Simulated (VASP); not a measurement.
# SrO (R3m) in VASP: single point with r2SCAN+rVV10

Aim: the single point of SrO with r2SCAN+rVV10.

Everything below comes from runs of VASP 6.6.1. Logs are shortened: lines on timing, memory, paths and dates and some standing lists are left out, and cuts for length are marked.

**1. The cell of the first run**

The typed cell holds 2 atoms: a = 3.936 Å, b = 3.936 Å, c = 3.936 Å, α = 59.99°, β = 59.99°, γ = 59.99°.

**2. Single point, r2SCAN+rVV10**

The input, POSCAR:

```
SrO
1.0
    1.9674684922      1.1359184649      3.2136613198
   -1.9674684922      1.1359184649      3.2136613198
    0.0000000000     -2.2718369259      3.2136613212
Sr O
1 1
Direct
    1.0412273292      1.0412273292      1.0412273292
    0.2912056708      0.2912056708      0.2912056708
```

The input, INCAR.step1:

```
ALGO = Normal ; EDIFF = 1E-4
ENCUT = 520 ; GGA = PE
ISMEAR = -1 ; LASPH = T
LCHARG = F ; LREAL = F
LWAVE = T ; NBANDS = 15
NELM = 100 ; PREC = Accurate
SIGMA = 0.03
```

The input, INCAR.step2:

```
ALGO = Normal ; BPARAM = 11.95
CPARAM = 0.0093 ; EDIFF = 1E-6
ENCUT = 520 ; ISIF = 2
ISMEAR = -1 ; ISTART = 1
IVDW_NL = 2 ; LASPH = T
LCHARG = F ; LMIXTAU = T
LREAL = F ; LUSE_VDW = T
LWAVE = F ; METAGGA = R2SCAN
NBANDS = 15 ; NELM = 100
PREC = Accurate ; SIGMA = 0.03
```

The input, KPOINTS:

```
k-points
0
Gamma
  8 8 8
```

Potentials or basis: VASP PAW PBE potentials, release 64 (Sr_sv, O).

The run is started by

```sh
$ cat potpaw_PBE.64/Sr_sv/POTCAR potpaw_PBE.64/O/POTCAR > POTCAR
$ cp INCAR.step1 INCAR
$ mpirun -np 1 vasp_std > vasp.out
$ cp INCAR.step2 INCAR
$ mpirun -np 1 vasp_std > vasp.out
```

OUTCAR:

```text
BPARAM = 11.95
   EDIFF = 1E-6
   ENCUT = 520
   ISIF = 2
   ISMEAR = -1
   ISTART = 1
   IVDW_NL = 2
   LASPH = T
   LREAL = F
   METAGGA = R2SCAN
   NELM = 100
   PREC = Accurate

 ion  position               nearest neighbor table
   1  0.041  0.041  0.041-   2 2.41   2 2.41   2 2.41   2 2.41
   2  0.291  0.291  0.291-   1 2.41   1 2.41   1 2.41   1 2.41

  LATTYP: Found a trigonal (rhomboedric) cell.
 ALAT       =     3.9355891687
 COS(alpha) =     0.5001657008

  Lattice vectors:

 A1 = (   1.9674684922,   1.1359184649,   3.2136613198)
 A2 = (  -1.9674684922,   1.1359184649,   3.2136613198)
 A3 = (   0.0000000000,  -2.2718369259,   3.2136613212)

Analysis of symmetry for initial positions (statically):
=====================================================================
 Subroutine PRICEL returns:
 Original cell was already a primitive cell.

 Routine SETGRP: Setting up the symmetry group for a
 trigonal (rhombohedral) supercell.

 Subroutine GETGRP returns: Found  6 space group operations
 (whereof  6 operations were pure point group operations)
 out of a pool of 12 trial point group operations.

The static configuration has the point symmetry C_3v.

Analysis of symmetry for dynamics (positions and initial velocities):
=====================================================================
 Subroutine PRICEL returns:
 Original cell was already a primitive cell.

 Routine SETGRP: Setting up the symmetry group for a
 trigonal (rhombohedral) supercell.

 Subroutine GETGRP returns: Found  6 space group operations
 (whereof  6 operations were pure point group operations)
 out of a pool of 12 trial point group operations.

The dynamic configuration has the point symmetry C_3v.

 Subroutine INISYM returns: Found  6 space group operations
 (whereof  6 operations are pure point group operations),
 and found     1 'primitive' translations

----------------------------------------------------------------------------------------

                                     Primitive cell

  volume of cell :      43.0930

  direct lattice vectors                    reciprocal lattice vectors
     1.967468492  1.135918465  3.213661320     0.254133676  0.146724146  0.103723853
    -1.967468492  1.135918465  3.213661320    -0.254133676  0.146724146  0.103723853
     0.000000000 -2.271836926  3.213661321     0.000000000 -0.293448292  0.103723853

  length of vectors
     3.935589169  3.935589169  3.935589169     0.311240322  0.311240322  0.311240322

[... 85 lines left out ...]
   NFREE  =      0    steps in history (QN), initial steepest desc. (CG)
   ISIF   =      2    stress and relaxation
   ISYM   =      2    0-nonsym 1-usesym 2-fastsym
   POTIM  = 0.5000    time-step for ionic-motion
   TEBEG  =    0.0;   TEEND  =   0.0 temperature during run
   PSTRESS=    0.0 pullay stress
   NELECT =      16.0000    total number of electrons
   NUPDOWN=      -1.0000    fix difference up-down
   EMIN   =  10.00;   EMAX   =-10.00  energy-range for DOS
   EFERMI =   0.00;   METHOD = LEGACY
   ISMEAR =    -1;   SIGMA  =   0.03  broadening in eV -4-tet -1-fermi 0-gaus
   EFERMI_NEDOS =   21; number of points for ismear=-14 and -15
   IALGO  =     38    algorithm
   IMIX   =      4    mixing-type and parameters
     AMIX     =   0.40;   BMIX     =  1.00
     AMIX_MAG =   1.60;   BMIX_MAG =  1.00
  volume/ion in A,a.u.               =      21.55       145.40
  Fermi-wavevector in a.u.,A,eV,Ry     =   1.176647  2.223540 18.837230  1.384497
  Thomas-Fermi vector in A             =   2.313007
   LORBIT       =      0    0 simple, 1 ext, 2 COOP (PROOUT), +10 PAW based schemes
   METAGGA = R2SCAN    functional components
   LHFCALC =     F    Hartree Fock is set to
   AEXX    =    0.0000 exact exchange contribution
   IVDW_NL    =     2    kernel type
   BPARAM     =11.9500
   IVDW    =     0    specifies the selected vdW correction
   LEPSILON=     F    determine dielectric tensor
   LRPA    =     F    only Hartree local field effects (RPA)
 non-spin polarized calculation
  energy-cutoff  :      520.00
  volume of cell :       43.09
 maximum number of plane-waves:      1211
 NGX is ok and might be reduce to    30
   NGX = 15   NGY = 15   NGZ = 15

 number of electron      15.9999999 magnetization

 Free energy of the ion-electron system (eV)
  ---------------------------------------------------
  ext. energy  EPLUGINS =         0.00000000
  ---------------------------------------------------
  free energy    TOTEN  =       -26.17142792 eV

  energy without entropy =      -26.17142792  energy(sigma->0) =      -26.17142792

 E-fermi :   0.6780     XC(G=0):  -9.2542

 val. band max:       -0.0136105323   @ k =  -0.2500   0.5000   0.2500
 cond. band min:       2.8157091770   @ k =   0.0000   0.0000   0.0000
 fundamental gap:      2.8293197094
 Fermi energy:         0.6780192066

 k-point     1 :       0.0000    0.0000    0.0000
  band No.  band energies     occupation
      1     -33.2259      2.00000
      2     -15.7659      2.00000
      3     -14.4894      2.00000
      4     -14.4894      2.00000
      5     -14.4894      2.00000
      6      -0.8848      2.00000
      7      -0.8841      2.00000
      8      -0.8841      2.00000
      9       2.8157      0.00000
     10       8.7140      0.00000
     11       8.7140      0.00000
     12      10.0218      0.00000
     13      10.0228      0.00000
     14      10.0228      0.00000
[... 401 lines left out ...]
      2     -16.6480      2.00000
      3     -14.6514      2.00000
      4     -14.5435      2.00000
      5     -13.7180      2.00000
      6      -0.9753      2.00000
      7      -0.6528      2.00000
      8      -0.6039      2.00000
      9       4.9324      0.00000
     10       7.5901      0.00000
     11       7.7047      0.00000
     12       9.2434      0.00000
     13      10.8651      0.00000
     14      11.0939      0.00000
     15      12.8245      0.00000

 [... further k-points ...]
[... 5 lines left out ...]
  --------------------------------------------------------------------------------------
  -------------------------------------------------------------------------------------
  Total        0.1489598      0.1489598      0.1446829      0.0000000     -0.0000000      0.0000000
  in kB        5.5382587      5.5382587      5.3792466      0.0000000     -0.0000000      0.0000000
  external PRESSURE =       5.4852547 kB  Pullay stress =       0.0000000 kB

 VOLUME and BASIS-vectors are now :
 -----------------------------------------------------------------------------
  energy-cutoff  :      520.00
  volume of cell :       43.09
      direct lattice vectors                 reciprocal lattice vectors
     1.967468492  1.135918465  3.213661320     0.254133676  0.146724146  0.103723853
    -1.967468492  1.135918465  3.213661320    -0.254133676  0.146724146  0.103723853
     0.000000000 -2.271836926  3.213661321     0.000000000 -0.293448292  0.103723853

 POSITION                                       TOTAL-FORCE (eV/Angst)
 -----------------------------------------------------------------------------------
      0.00000      0.00000      0.39747         0.000000      0.000000      0.000527
      0.00000      0.00000      2.80751         0.000000     -0.000000     -0.000527
 -----------------------------------------------------------------------------------
    total drift:                                0.000000     -0.000000     -0.001437

  FREE ENERGIE OF THE ION-ELECTRON SYSTEM (eV)
  ---------------------------------------------------
  free  energy   TOTEN  =       -26.1714279193 eV

  energy  without entropy=      -26.1714279193  energy(sigma->0) =      -26.17142792
```

OUTCAR.step1:

```text
EDIFF = 1E-4
   ENCUT = 520
   GGA = PE
   ISMEAR = -1
   LASPH = T
   LREAL = F
[... 652 lines left out ...]
 -----------------------------------------------------------------------------------
      0.00000      0.00000      0.39747         0.000000      0.000000      0.000456
      0.00000      0.00000      2.80751         0.000000     -0.000000     -0.000456
 -----------------------------------------------------------------------------------
    total drift:                                0.000000     -0.000000     -0.000015

  FREE ENERGIE OF THE ION-ELECTRON SYSTEM (eV)
  ---------------------------------------------------
  free  energy   TOTEN  =       -11.7560999657 eV

  energy  without entropy=      -11.7560999657  energy(sigma->0) =      -11.75609997
```

It took 99 s on 1 thread of Intel Xeon 6975P-C (Granite Rapids), shared host; peak memory 0.31 GiB.

What came out:

```yaml
Free_energy: -26.1714 eV
Pressure: 0.5 GPa
Band_gap_on_the_k_mesh: 2.83 eV, indirect (least direct gap 3.70 eV)
```

Caveat: the PAW data sets were made with another functional, which shifts forces and pressure a little. A k mesh can miss the band edges.
